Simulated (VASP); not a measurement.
# CoPdO2 (R-3m) in VASP: single point with r2SCAN

Aim: the single point of CoPdO2 with r2SCAN.

Program: VASP 6.6.1. These are calculated values, not measurements. Logs are shortened: lines on timing, memory, paths and dates and some standing lists are left out, and cuts for length are marked.

## Step 1: The cell of the first run

The structure is trigonal, space group R-3m (No. 166). Conventional cell: a = 2.827 Å, b = 2.827 Å, c = 17.773 Å, α = 90.00°, β = 90.00°, γ = 120.00°. Within 2.5 Å of Co (site symmetry -3m) lie 6 O at 1.89 Å. Within 2.7 Å of Pd (site symmetry -3m) lie 2 O at 2.00 Å. Within 2.6 Å of O (site symmetry 3m) lie 3 Co at 1.89 Å and 1 Pd at 2.00 Å and 3 O at 2.52 Å.

## Step 2: Single point, r2SCAN, collinear spin, ferromagnetic start

Input file POSCAR:

```
CoPdO2
1.0
    6.1450361695      0.0099274277      0.0059481673
    5.4905313618      2.7596437168      0.0059481673
    5.4905313618      1.3068908918      2.4305770964
Co Pd O
1 1 2
Direct
    0.5000000000      0.5000000000      0.5000000000
    0.0000000000      0.0000000000      0.0000000000
    0.8873115056      0.8873115056      0.8873115056
    0.1126884944      0.1126884944      0.1126884944
```

Input file INCAR.step1:

```
SYSTEM = CoPdO2
  PREC = Accurate
  ENCUT = 660
  ISMEAR = -1
  SIGMA = 0.15
  LREAL = .False.
  LASPH = .True.
  NELM = 200
  ISPIN = 2
  MAGMOM = 2.5 0 0 0
  LMAXMIX = 4
  NBANDS = 28
  GGA = PE
  ALGO = Normal
  EDIFF = 1E-5
  LWAVE = .True.
  LCHARG = .False.
  GGA_COMPAT = .False.
```

Input file INCAR.step2:

```
SYSTEM = CoPdO2
  PREC = Accurate
  ENCUT = 660
  EDIFF = 1E-6
  ISMEAR = -1
  SIGMA = 0.15
  LREAL = .False.
  LASPH = .True.
  NELM = 200
  ALGO = Normal
  ISIF = 2
  LWAVE = .False.
  LCHARG = .True.
  ISPIN = 2
  MAGMOM = 2.5 0 0 0
  LORBIT = 11
  LMAXMIX = 4
  METAGGA = R2SCAN
  LMIXTAU = .True.
  LELF = .True.
  LVHAR = .True.
  NBANDS = 28
  ISTART = 1
  GGA_COMPAT = .False.
```

Input file KPOINTS:

```
regular mesh
0
Gamma
  10 10 10
  0 0 0
```

Potentials or basis: VASP PAW PBE potentials, release 64 (Co, Pd, O).

Launch:

```bash
$ cat potpaw_PBE.64/Co/POTCAR potpaw_PBE.64/Pd/POTCAR potpaw_PBE.64/O/POTCAR > POTCAR
$ cp INCAR.step1 INCAR
$ mpirun -np 1 vasp_std > vasp.out
$ cp INCAR.step2 INCAR
$ mpirun -np 1 vasp_std > vasp.out
```

OUTCAR:

```text
SYSTEM = CoPdO2
   PREC = Accurate
   ENCUT = 660
   EDIFF = 1E-6
   ISMEAR = -1
   LREAL = .False.
   LASPH = .True.
   NELM = 200
   ISIF = 2
   ISPIN = 2
   LORBIT = 11
   METAGGA = R2SCAN
   ISTART = 1

 ion  position               nearest neighbor table
   1  0.500  0.500  0.500-   4 1.89   3 1.89   4 1.89   3 1.89   4 1.89   3 1.89
   2  0.000  0.000  0.000-   3 2.00   4 2.00
   3  0.887  0.887  0.887-   1 1.89   1 1.89   1 1.89   2 2.00
   4  0.113  0.113  0.113-   1 1.89   1 1.89   1 1.89   2 2.00

  LATTYP: Found a trigonal (rhomboedric) cell.
 ALAT       =     6.1450470673
 COS(alpha) =     0.8942137584

  Lattice vectors:

 A1 = (   6.1450361695,   0.0099274277,   0.0059481673)
 A2 = (   5.4905313618,   2.7596437168,   0.0059481673)
 A3 = (   5.4905313618,   1.3068908918,   2.4305770964)

Analysis of symmetry for initial positions (statically):
=====================================================================
 Subroutine PRICEL returns:
 Original cell was already a primitive cell.

 Routine SETGRP: Setting up the symmetry group for a
 trigonal (rhombohedral) supercell.

 Subroutine GETGRP returns: Found 12 space group operations
 (whereof 12 operations were pure point group operations)
 out of a pool of 12 trial point group operations.

The static configuration has the point symmetry D_3d.

Analysis of symmetry for dynamics (positions and initial velocities):
=====================================================================
 Subroutine PRICEL returns:
 Original cell was already a primitive cell.

 Routine SETGRP: Setting up the symmetry group for a
 trigonal (rhombohedral) supercell.

 Subroutine GETGRP returns: Found 12 space group operations
 (whereof 12 operations were pure point group operations)
 out of a pool of 12 trial point group operations.

The dynamic configuration has the point symmetry D_3d.

Analysis of structural, dynamic, and magnetic symmetry:
=====================================================================
 Subroutine PRICEL returns:
 Original cell was already a primitive cell.

 Routine SETGRP: Setting up the symmetry group for a
 trigonal (rhombohedral) supercell.

 Subroutine GETGRP returns: Found 12 space group operations
 (whereof 12 operations were pure point group operations)
 out of a pool of 12 trial point group operations.

The overall configuration has the point symmetry D_3d.

 Subroutine INISYM returns: Found 12 space group operations
 (whereof 12 operations are pure point group operations),
 and found     1 'primitive' translations

----------------------------------------------------------------------------------------

                                     Primitive cell

  volume of cell :      40.9906

  direct lattice vectors                    reciprocal lattice vectors
     6.145036169  0.009927428  0.005948167     0.163446000 -0.324769436 -0.194590483
     5.490531362  2.759643717  0.005948167    -0.000399013  0.363578908 -0.194590483
     5.490531362  1.306890892  2.430577096    -0.000399013 -0.000094975  0.412377338

  length of vectors
     6.145047067  6.145047067  6.145047067     0.412377542  0.412377542  0.412377542

  position of ions in fractional coordinates (direct lattice)
     0.500000000  0.500000000  0.500000000
     0.000000000  0.000000000  0.000000000
     0.887311506  0.887311506  0.887311506
     0.112688494  0.112688494  0.112688494

  ion indices of the primitive-cell ions
   primitive index   ion index
                 1           1
                 2           2
                 3           3
                 4           4

----------------------------------------------------------------------------------------

 KPOINTS: regular mesh

Automatic generation of k-mesh.
 Grid dimensions read from file:
 generate k-points for:   10   10   10

 Generating k-lattice:

  Cartesian coordinates                     Fractional coordinates (reciprocal lattice)
     0.016344600 -0.032476944 -0.019459048     0.100000000 -0.000000000 -0.000000000
    -0.000039901  0.036357891 -0.019459048     0.000000000  0.100000000 -0.000000000
    -0.000039901 -0.000009498  0.041237734    -0.000000000 -0.000000000  0.100000000

  Length of vectors
     0.041237754  0.041237754  0.041237754

  Shift w.r.t. Gamma in fractional coordinates (k-lattice)
     0.000000000  0.000000000  0.000000000

 Subroutine IBZKPT returns following result:
 ===========================================

 Found    116 irreducible k-points:

 Following reciprocal coordinates:
            Coordinates               Weight
  0.000000  0.000000  0.000000      1.000000
  0.100000 -0.000000 -0.000000      6.000000
  0.200000 -0.000000 -0.000000      6.000000
  0.300000 -0.000000  0.000000      6.000000
  0.400000  0.000000  0.000000      6.000000
  0.500000  0.000000  0.000000      3.000000
[... 16 lines left out ...]
  0.300000  0.300000  0.000000      6.000000
  0.400000  0.300000 -0.000000     12.000000
 [... further k-points ...]
   k-points           NKPTS =    116   k-points in BZ     NKDIM =    116   number of bands    NBANDS=     28
   number of dos      NEDOS =    301   number of ions     NIONS =      4
   total plane-waves  NPLWV = 157464
   dimension x,y,z NGX =    54 NGY =   54 NGZ =   54
   dimension x,y,z NGXF=   108 NGYF=  108 NGZF=  108
   ions per type =               1   1   2
   NGX,Y,Z   is equivalent  to a cutoff of  14.61, 14.61, 14.61 a.u.
   NGXF,Y,Z  is equivalent  to a cutoff of  29.22, 29.22, 29.22 a.u.
 SYSTEM =  CoPdO2
   PREC   = accura    normal or accurate (medium, high low for compatibility)
   ISTART =      1    job   : 0-new  1-cont  2-samecut
   ICHARG =      0    charge: 1-file 2-atom 10-const
   ISPIN  =      2    spin polarized calculation?
   LNONCOLLINEAR =      F non collinear calculations
   LSORBIT =      F    spin-orbit coupling
   LASPH  =      T    aspherical Exc in radial PAW
   ENCUT  =  660.0 eV  48.51 Ry    6.96 a.u.  12.87 12.87 12.87*2*pi/ulx,y,z
   NELM   =    200;   NELMIN=  2; NELMDL=  0     # of ELM steps
   EDIFF  = 0.1E-05   stopping-criterion for ELM
   LREAL  =      F    real-space projection
   EDIFFG = 0.1E-04   stopping-criterion for IOM
   NSW    =      0    number of steps for IOM
   IBRION =     -1    ionic relax: 0-MD 1-quasi-New 2-CG
   NFREE  =      0    steps in history (QN), initial steepest desc. (CG)
   ISIF   =      2    stress and relaxation
   ISYM   =      2    0-nonsym 1-usesym 2-fastsym
   POTIM  = 0.5000    time-step for ionic-motion
   TEBEG  =    0.0;   TEEND  =   0.0 temperature during run
   PSTRESS=    0.0 pullay stress
   NELECT =      31.0000    total number of electrons
   NUPDOWN=      -1.0000    fix difference up-down
   EMIN   =  10.00;   EMAX   =-10.00  energy-range for DOS
   EFERMI =   0.00;   METHOD = LEGACY
   ISMEAR =    -1;   SIGMA  =   0.15  broadening in eV -4-tet -1-fermi 0-gaus
   EFERMI_NEDOS =   21; number of points for ismear=-14 and -15
   IALGO  =     38    algorithm
   IMIX   =      4    mixing-type and parameters
     AMIX     =   0.40;   BMIX     =  1.00
     AMIX_MAG =   1.60;   BMIX_MAG =  1.00
  volume/ion in A,a.u.               =      10.25        69.15
  Fermi-wavevector in a.u.,A,eV,Ry     =   1.491537  2.818595 30.268625  2.224681
  Thomas-Fermi vector in A             =   2.604179
   LORBIT       =     11    0 simple, 1 ext, 2 COOP (PROOUT), +10 PAW based schemes
   METAGGA = R2SCAN    functional components
   LHFCALC =     F    Hartree Fock is set to
   AEXX    =    0.0000 exact exchange contribution
   IVDW    =     0    specifies the selected vdW correction
   LEPSILON=     F    determine dielectric tensor
   LRPA    =     F    only Hartree local field effects (RPA)
 spin polarized calculation
  energy-cutoff  :      660.00
  volume of cell :       40.99
 maximum number of plane-waves:      1592
 NGX is ok and might be reduce to    54
   NGX = 25   NGY = 25   NGZ = 25

 number of electron      31.0000000 magnetization       0.0000004

 number of electron      31.0000000 magnetization      -0.0000000

 Free energy of the ion-electron system (eV)
  ---------------------------------------------------
  ext. energy  EPLUGINS =         0.00000000
  ---------------------------------------------------
  free energy    TOTEN  =       -52.44221304 eV

  energy without entropy =      -52.37117067  energy(sigma->0) =      -52.40669186

 E-fermi :   7.7456     XC(G=0): -13.3180

 val. band max:        7.7334104727   @ k =  -0.3000   0.4000   0.3000
 cond. band min:       7.7539904682   @ k =   0.5000   0.3000   0.1000
 fundamental gap:      0.0205799956
 Fermi energy:         7.7455789555

 spin component 1

 k-point     1 :       0.0000    0.0000    0.0000
  band No.  band energies     occupation
      1     -14.4099      1.00000
      2     -12.5044      1.00000
      3      -1.1007      1.00000
      4       1.4327      1.00000
      5       1.4327      1.00000
      6       2.5170      1.00000
[... 19 lines left out ...]
     26      27.9867      0.00000
     27      29.7110      0.00000

 k-point     2 :       0.1000   -0.0000   -0.0000
  band No.  band energies     occupation
      1     -14.2937      1.00000
      2     -12.4981      1.00000
      3      -0.9660      1.00000
      4       1.1435      1.00000
      5       1.4990      1.00000
      6       2.7152      1.00000
[... 652 lines left out ...]
 k-point    24 :       0.4000    0.3000   -0.0000
  band No.  band energies     occupation
      1     -13.2283      1.00000
      2     -12.5436      1.00000
      3      -0.3420      1.00000
      4       0.7375      1.00000
      5       1.1245      1.00000
      6       1.8594      1.00000
[... 19 lines left out ...]
     26      24.9878      0.00000
     27      26.7260      0.00000

 [... further k-points ...]

 spin component 2

 k-point     1 :       0.0000    0.0000    0.0000
  band No.  band energies     occupation
      1     -14.4099      1.00000
      2     -12.5044      1.00000
      3      -1.1007      1.00000
      4       1.4327      1.00000
      5       1.4327      1.00000
      6       2.5170      1.00000
[... 19 lines left out ...]
     26      27.9867      0.00000
     27      29.7110      0.00000

 k-point     2 :       0.1000   -0.0000   -0.0000
  band No.  band energies     occupation
      1     -14.2937      1.00000
      2     -12.4981      1.00000
      3      -0.9660      1.00000
      4       1.1435      1.00000
      5       1.4990      1.00000
      6       2.7152      1.00000
[... 652 lines left out ...]
 k-point    24 :       0.4000    0.3000   -0.0000
  band No.  band energies     occupation
      1     -13.2283      1.00000
      2     -12.5436      1.00000
      3      -0.3420      1.00000
      4       0.7375      1.00000
      5       1.1245      1.00000
      6       1.8594      1.00000
[... 19 lines left out ...]
     26      24.9878      0.00000
     27      26.7260      0.00000

 [... further k-points ...]

 [bands above 27 left out]

------------------------ aborting loop because EDIFF is reached ----------------------------------------

  FORCE on cell =-STRESS in cart. coord.  units (eV):
  Direction    XX          YY          ZZ          XY          YZ          ZX
  --------------------------------------------------------------------------------------
  -------------------------------------------------------------------------------------
  Total        0.1153008      0.2030140      0.2063908     -0.0221320     -0.0031564     -0.0132607
  in kB        4.5066975      7.9350941      8.0670807     -0.8650599     -0.1233723     -0.5183136
  external PRESSURE =       6.8362908 kB  Pullay stress =       0.0000000 kB

 VOLUME and BASIS-vectors are now :
 -----------------------------------------------------------------------------
  energy-cutoff  :      660.00
  volume of cell :       40.99
      direct lattice vectors                 reciprocal lattice vectors
     6.145036169  0.009927428  0.005948167     0.163446000 -0.324769436 -0.194590483
     5.490531362  2.759643717  0.005948167    -0.000399013  0.363578908 -0.194590483
     5.490531362  1.306890892  2.430577096    -0.000399013 -0.000094975  0.412377338

 POSITION                                       TOTAL-FORCE (eV/Angst)
 -----------------------------------------------------------------------------------
      8.56305      2.03823      1.22124         0.000000      0.000000      0.000000
      0.00000      0.00000      0.00000        -0.000000     -0.000000      0.000000
     15.19618      3.61709      2.16723         0.114873      0.027343      0.016383
      1.92991      0.45937      0.27524        -0.114873     -0.027343     -0.016383
 -----------------------------------------------------------------------------------
    total drift:                                0.000000     -0.000000      0.000000

  FREE ENERGIE OF THE ION-ELECTRON SYSTEM (eV)
  ---------------------------------------------------
  free  energy   TOTEN  =       -52.4422130398 eV

  energy  without entropy=      -52.3711706704  energy(sigma->0) =      -52.40669186

 total charge

# of ion       s       p       d       tot
------------------------------------------
    1        0.448   0.703   7.299   8.450
    2        0.501   0.461   8.455   9.417
    3        1.561   3.489   0.000   5.050
    4        1.561   3.489   0.000   5.050
--------------------------------------------------
tot          4.071   8.142  15.754  27.968

 magnetization (x)

# of ion       s       p       d       tot
------------------------------------------
    1       -0.000  -0.000  -0.000  -0.000
    2        0.000   0.000  -0.000   0.000
    3        0.000   0.000   0.000   0.000
    4        0.000   0.000   0.000   0.000
--------------------------------------------------
tot          0.000   0.000  -0.000   0.000
```

Wall time 2.1 h (1 thread of Intel Xeon 8259CL, shared host); peak memory 0.81 GiB.

Results:

```
Free energy                                           : -52.4422 eV
Pressure                                              : 0.7 GPa
Largest force                                         : 0.119 eV/Å
Net moment                                            : 0.00 μB per cell
Valence electrons inside the program's atomic spheres : Co 8.45; Pd 9.42; O 5.05
```

Forces on the atoms (eV/Å):
```
Co   0.000  0.000  0.000
Pd   0.000  0.000  0.000
O    0.115  0.027  0.016
O   -0.115 -0.027 -0.016
```

Caveat: the moments typed at the start vanished in this run; the PAW data sets were made with another functional, which shifts forces and pressure a little; semilocal functionals often make such compounds metallic where correlation or magnetic order opens a gap, which also shifts bond lengths. With open d or f shells a metallic result of r2SCAN can be an artefact of self-interaction; +U or a hybrid may open a gap.
